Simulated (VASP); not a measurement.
# Mo (Im-3m) in VASP: further runs

Runs on Mo. Level: PBEsol. Tasks: single point.

All numbers are computed with VASP 6.6.1; they aren't measurements. Logs are shortened: lines on timing, memory, paths and dates and some standing lists are left out, and cuts for length are marked.

## Step 1: The cell of the first run

It takes space group Im-3m (No. 229, cubic). Conventional cell: a = 3.126 Å, b = 3.126 Å, c = 3.126 Å, α = 90.00°, β = 90.00°, γ = 90.00°. Mo (site symmetry m-3m) has 14 Mo at 2.71 to 3.13 Å within 3.6 Å.

## Step 2: Single point, PBEsol

Contents of INCAR:

```
PREC = Accurate
ENCUT = 520
EDIFF = 1E-6
ISMEAR = -1
SIGMA = 0.1
LREAL = False
LASPH = True
NELM = 100
ALGO = Normal
ISIF = 2
LWAVE = False
LCHARG = True
GGA = PS
LELF = True
LVHAR = True
NBANDS = 13
```

Contents of KPOINTS:

```
Automatic mesh
0
Gamma
  13 13 13
```

Contents of POSCAR:

```
Mo
1.0
   -1.5628598160      1.5628598160      1.5628598160
    1.5628598160     -1.5628598160      1.5628598160
    1.5628598160      1.5628598160     -1.5628598160
Mo
1
Direct
    0.0000000000      0.0000000000      0.0000000000
```

Potentials or basis: VASP PAW PBE potentials, release 64 (Mo_sv).

Command:

```sh
$ cat potpaw_PBE.64/Mo_sv/POTCAR > POTCAR
$ mpirun -np 1 vasp_std > vasp.out
```

OUTCAR:

```text
PREC = Accurate
   ENCUT = 520
   EDIFF = 1E-6
   ISMEAR = -1
   LREAL = False
   LASPH = True
   NELM = 100
   ISIF = 2
   GGA = PS

 ion  position               nearest neighbor table
   1  0.000  0.000  0.000-

  LATTYP: Found a body centered cubic cell.
 ALAT       =     3.1257196320

  Lattice vectors:

 A1 = (  -1.5628598160,   1.5628598160,   1.5628598160)
 A2 = (   1.5628598160,  -1.5628598160,   1.5628598160)
 A3 = (   1.5628598160,   1.5628598160,  -1.5628598160)

Analysis of symmetry for initial positions (statically):
=====================================================================
 Subroutine PRICEL returns:
 Original cell was already a primitive cell.

 Routine SETGRP: Setting up the symmetry group for a
 body centered cubic supercell.

 Subroutine GETGRP returns: Found 48 space group operations
[... 9 lines left out ...]

 Routine SETGRP: Setting up the symmetry group for a
 body centered cubic supercell.

 Subroutine GETGRP returns: Found 48 space group operations
[... 11 lines left out ...]
                                     Primitive cell

  volume of cell :      15.2693

  direct lattice vectors                    reciprocal lattice vectors
    -1.562859816  1.562859816  1.562859816     0.000000000  0.319926327  0.319926327
     1.562859816 -1.562859816  1.562859816     0.319926327  0.000000000  0.319926327
     1.562859816  1.562859816 -1.562859816     0.319926327  0.319926327  0.000000000

  length of vectors
     2.706952606  2.706952606  2.706952606     0.452444150  0.452444150  0.452444150

  position of ions in fractional coordinates (direct lattice)
     0.000000000  0.000000000  0.000000000

  ion indices of the primitive-cell ions
   primitive index   ion index
                 1           1

----------------------------------------------------------------------------------------

 KPOINTS: Automatic mesh

Automatic generation of k-mesh.
 Grid dimensions read from file:
 generate k-points for:   13   13   13

 Generating k-lattice:

  Cartesian coordinates                     Fractional coordinates (reciprocal lattice)
     0.000000000  0.024609717  0.024609717     0.076923077  0.000000000  0.000000000
     0.024609717  0.000000000  0.024609717     0.000000000  0.076923077  0.000000000
     0.024609717  0.024609717  0.000000000     0.000000000  0.000000000  0.076923077

  Length of vectors
     0.034803396  0.034803396  0.034803396

  Shift w.r.t. Gamma in fractional coordinates (k-lattice)
     0.000000000  0.000000000  0.000000000

 Subroutine IBZKPT returns following result:
 ===========================================

 Found     84 irreducible k-points:

 Following reciprocal coordinates:
            Coordinates               Weight
  0.000000  0.000000  0.000000      1.000000
  0.076923  0.000000  0.000000     12.000000
  0.153846  0.000000  0.000000     12.000000
  0.230769  0.000000  0.000000     12.000000
  0.307692  0.000000  0.000000     12.000000
  0.384615  0.000000  0.000000     12.000000
[... 16 lines left out ...]
  0.153846  0.076923  0.076923     24.000000
  0.230769  0.076923  0.076923     24.000000
 [... further k-points ...]
   k-points           NKPTS =     84   k-points in BZ     NKDIM =     84   number of bands    NBANDS=     13
   number of dos      NEDOS =    301   number of ions     NIONS =      1
   total plane-waves  NPLWV =   8000
   dimension x,y,z NGX =    20 NGY =   20 NGZ =   20
   dimension x,y,z NGXF=    40 NGYF=   40 NGZF=   40
   ions per type =               1
   NGX,Y,Z   is equivalent  to a cutoff of  12.28, 12.28, 12.28 a.u.
   NGXF,Y,Z  is equivalent  to a cutoff of  24.57, 24.57, 24.57 a.u.
 SYSTEM =  unknown system
   PREC   = accura    normal or accurate (medium, high low for compatibility)
   ISTART =      0    job   : 0-new  1-cont  2-samecut
   ICHARG =      2    charge: 1-file 2-atom 10-const
   ISPIN  =      1    spin polarized calculation?
   LNONCOLLINEAR =      F non collinear calculations
   LSORBIT =      F    spin-orbit coupling
   LASPH  =      T    aspherical Exc in radial PAW
   ENCUT  =  520.0 eV  38.22 Ry    6.18 a.u.   5.03  5.03  5.03*2*pi/ulx,y,z
   NELM   =    100;   NELMIN=  2; NELMDL= -5     # of ELM steps
   EDIFF  = 0.1E-05   stopping-criterion for ELM
   LREAL  =      F    real-space projection
   EDIFFG = 0.1E-04   stopping-criterion for IOM
   NSW    =      0    number of steps for IOM
   IBRION =     -1    ionic relax: 0-MD 1-quasi-New 2-CG
   NFREE  =      0    steps in history (QN), initial steepest desc. (CG)
   ISIF   =      2    stress and relaxation
   ISYM   =      2    0-nonsym 1-usesym 2-fastsym
   POTIM  = 0.5000    time-step for ionic-motion
   TEBEG  =    0.0;   TEEND  =   0.0 temperature during run
   PSTRESS=    0.0 pullay stress
   NELECT =      14.0000    total number of electrons
   NUPDOWN=      -1.0000    fix difference up-down
   EMIN   =  10.00;   EMAX   =-10.00  energy-range for DOS
   EFERMI =   0.00;   METHOD = LEGACY
   ISMEAR =    -1;   SIGMA  =   0.10  broadening in eV -4-tet -1-fermi 0-gaus
   EFERMI_NEDOS =   21; number of points for ismear=-14 and -15
   IALGO  =     38    algorithm
   IMIX   =      4    mixing-type and parameters
     AMIX     =   0.40;   BMIX     =  1.00
     AMIX_MAG =   1.60;   BMIX_MAG =  1.00
  volume/ion in A,a.u.               =      15.27       103.04
  Fermi-wavevector in a.u.,A,eV,Ry     =   1.590416  3.005451 34.414903  2.529424
  Thomas-Fermi vector in A             =   2.689115
   LORBIT       =      0    0 simple, 1 ext, 2 COOP (PROOUT), +10 PAW based schemes
   GGA     = PS    functional components
   LHFCALC =     F    Hartree Fock is set to
   AEXX    =    0.0000 exact exchange contribution
   IVDW    =     0    specifies the selected vdW correction
   LEPSILON=     F    determine dielectric tensor
   LRPA    =     F    only Hartree local field effects (RPA)
 non-spin polarized calculation
  energy-cutoff  :      520.00
  volume of cell :       15.27
 maximum number of plane-waves:       422
   NGX =  9   NGY =  9   NGZ =  9

 number of electron      13.9999997 magnetization

 Free energy of the ion-electron system (eV)
  ---------------------------------------------------
  ext. energy  EPLUGINS =         0.00000000
  ---------------------------------------------------
  free energy    TOTEN  =       -11.79308220 eV

  energy without entropy =      -11.77118023  energy(sigma->0) =      -11.78213122

 E-fermi :  12.9338     XC(G=0): -13.6611

 val. band max:       12.9333460028   @ k =  -0.3077   0.3077   0.1538
 cond. band min:      12.9915542070   @ k =  -0.2308   0.3077   0.0769
 fundamental gap:      0.0582082042
 Fermi energy:        12.9337626118

 k-point     1 :       0.0000    0.0000    0.0000
  band No.  band energies     occupation
      1     -48.3480      2.00000
      2     -21.5789      2.00000
      3     -21.5789      2.00000
      4     -21.5789      2.00000
      5       5.4841      2.00000
      6      11.4341      2.00000
      7      11.4341      2.00000
      8      11.4341      2.00000
      9      14.5385      0.00000
     10      14.5385      0.00000
     11      27.6874      0.00000
     12      27.6874      0.00000
     13      27.6874      0.00000

 k-point     2 :       0.0769    0.0000    0.0000
  band No.  band energies     occupation
      1     -48.3316      2.00000
      2     -21.6724      2.00000
      3     -21.6076      2.00000
      4     -21.5797      2.00000
      5       5.7520      2.00000
      6      11.2816      2.00000
      7      11.4060      2.00000
      8      11.6882      1.99999
      9      14.3197      0.00000
     10      14.5426      0.00000
     11      27.8881      0.00000
     12      28.1415      0.00000
     13      28.2262      0.00000

 k-point     3 :       0.1538    0.0000    0.0000
  band No.  band energies     occupation
      1     -48.2859      2.00000
      2     -21.9266      2.00000
      3     -21.6863      2.00000
      4     -21.5818      2.00000
      5       6.4719      2.00000
      6      10.8859      2.00000
      7      11.2744      2.00000
      8      12.4305      1.98704
      9      13.9758      0.00006
     10      14.5737      0.00000
     11      28.2395      0.00000
     12      29.3185      0.00000
     13      29.4333      0.00000

 k-point     4 :       0.2308    0.0000    0.0000
  band No.  band energies     occupation
      1     -48.2208      2.00000
      2     -22.2744      2.00000
      3     -21.7955      2.00000
      4     -21.5849      2.00000
      5       7.3205      2.00000
      6      10.3827      2.00000
      7      11.1791      2.00000
      8      13.5967      0.00264
      9      13.9489      0.00008
     10      14.6688      0.00000
     11      27.9682      0.00000
     12      29.5269      0.00000
     13      31.3963      0.00000

 k-point     5 :       0.3077    0.0000    0.0000
  band No.  band energies     occupation
      1     -48.1509      2.00000
      2     -22.6313      2.00000
      3     -21.9093      2.00000
      4     -21.5883      2.00000
      5       7.6991      2.00000
      6       9.9032      2.00000
      7      11.7611      1.99998
      8      14.2280      0.00000
      9      14.8430      0.00000
     10      15.0597      0.00000
     11      26.8422      0.00000
     12      28.1725      0.00000
     13      33.8265      0.00000

 k-point     6 :       0.3846    0.0000    0.0000
  band No.  band energies     occupation
      1     -48.0922      2.00000
      2     -22.9186      2.00000
      3     -22.0021      2.00000
      4     -21.5911      2.00000
      5       7.5589      2.00000
      6       9.5394      2.00000
      7      13.0476      0.48531
      8      14.5716      0.00000
      9      15.0570      0.00000
     10      16.5698      0.00000
     11      25.6415      0.00000
     12      26.3436      0.00000
     13      32.3978      0.00000

 k-point     7 :       0.4615    0.0000    0.0000
  band No.  band energies     occupation
      1     -48.0588      2.00000
      2     -23.0777      2.00000
      3     -22.0539      2.00000
      4     -21.5928      2.00000
      5       7.3773      2.00000
      6       9.3454      2.00000
      7      14.2315      0.00000
      8      14.6997      0.00000
      9      15.2132      0.00000
     10      17.6380      0.00000
     11      24.9201      0.00000
     12      25.0393      0.00000
     13      30.6715      0.00000
[... 193 lines left out ...]
 k-point    20 :       0.3846    0.2308    0.0000
  band No.  band energies     occupation
      1     -48.0267      2.00000
      2     -22.8602      2.00000
      3     -22.3631      2.00000
      4     -21.7524      2.00000
      5       8.6000      2.00000
      6       9.7826      2.00000
      7      11.4819      2.00000
      8      14.5338      0.00000
      9      15.5594      0.00000
     10      21.2532      0.00000
     11      23.5659      0.00000
     12      25.6051      0.00000
     13      29.6196      0.00000

 k-point    21 :       0.3077    0.3077    0.0000
  band No.  band energies     occupation
      1     -48.0207      2.00000
      2     -22.7428      2.00000
      3     -22.5104      2.00000
      4     -21.7692      2.00000
      5       8.8662      2.00000
      6      10.1156      2.00000
      7      10.8304      2.00000
      8      14.7829      0.00000
      9      15.2892      0.00000
     10      22.3035      0.00000
     11      23.4096      0.00000
     12      24.7279      0.00000
     13      30.3584      0.00000

 k-point    22 :       0.0769    0.0769    0.0769
  band No.  band energies     occupation
      1     -48.2590      2.00000
      2     -22.0976      2.00000
      3     -21.6458      2.00000
      4     -21.6458      2.00000
      5       6.9184      2.00000
      6      10.7343      2.00000
      7      10.7343      2.00000
      8      13.2691      0.06760
      9      14.2961      0.00000
     10      14.2961      0.00000
     11      28.7535      0.00000
     12      29.4516      0.00000
     13      29.4516      0.00000

 k-point    23 :       0.1538    0.0769    0.0769
  band No.  band energies     occupation
      1     -48.2000      2.00000
      2     -22.3875      2.00000
      3     -21.7633      2.00000
      4     -21.6555      2.00000
      5       7.7958      2.00000
      6      10.2316      2.00000
      7      10.4710      2.00000
      8      14.1822      0.00001
      9      14.6019      0.00000
     10      14.6725      0.00000
     11      28.6192      0.00000
     12      29.3282      0.00000
     13      30.2297      0.00000

 k-point    24 :       0.2308    0.0769    0.0769
  band No.  band energies     occupation
      1     -48.1366      2.00000
      2     -22.6645      2.00000
      3     -21.9105      2.00000
      4     -21.6660      2.00000
      5       8.2469      2.00000
      6       9.8020      2.00000
      7      10.8899      2.00000
      8      14.3355      0.00000
      9      14.8726      0.00000
     10      16.3206      0.00000
     11      27.3397      0.00000
     12      27.9935      0.00000
     13      32.0211      0.00000

 [... further k-points ...]
[... 5 lines left out ...]
  --------------------------------------------------------------------------------------
  -------------------------------------------------------------------------------------
  Total        0.1359774      0.1359774      0.1359774      0.0000000     -0.0000000      0.0000000
  in kB       14.2678099     14.2678099     14.2678099      0.0000000     -0.0000000      0.0000000
  external PRESSURE =      14.2678099 kB  Pullay stress =       0.0000000 kB

 VOLUME and BASIS-vectors are now :
 -----------------------------------------------------------------------------
  energy-cutoff  :      520.00
  volume of cell :       15.27
      direct lattice vectors                 reciprocal lattice vectors
    -1.562859816  1.562859816  1.562859816     0.000000000  0.319926327  0.319926327
     1.562859816 -1.562859816  1.562859816     0.319926327  0.000000000  0.319926327
     1.562859816  1.562859816 -1.562859816     0.319926327  0.319926327  0.000000000

 POSITION                                       TOTAL-FORCE (eV/Angst)
 -----------------------------------------------------------------------------------
      0.00000      0.00000      0.00000         0.000000     -0.000000     -0.000000
 -----------------------------------------------------------------------------------
    total drift:                                0.000000     -0.000000      0.000000

  FREE ENERGIE OF THE ION-ELECTRON SYSTEM (eV)
  ---------------------------------------------------
  free  energy   TOTEN  =       -11.7930822023 eV

  energy  without entropy=      -11.7711802300  energy(sigma->0) =      -11.78213122
```

Wall time 5.5 s (1 thread of Intel Xeon 6975P-C (Granite Rapids), shared host); peak memory 0.13 GiB.

What came out:

| Property | Result |
| --- | --- |
| Free energy | -11.7931 eV |
| Pressure | 1.4 GPa |
| Band gap on the k mesh | zero (band 7 reaches 16.59 eV, above the bottom of band 8 at 11.43 eV) |

Caveat: the PAW data sets were made with another functional, which shifts forces and pressure a little.

(Continued in part 2 of 2.)
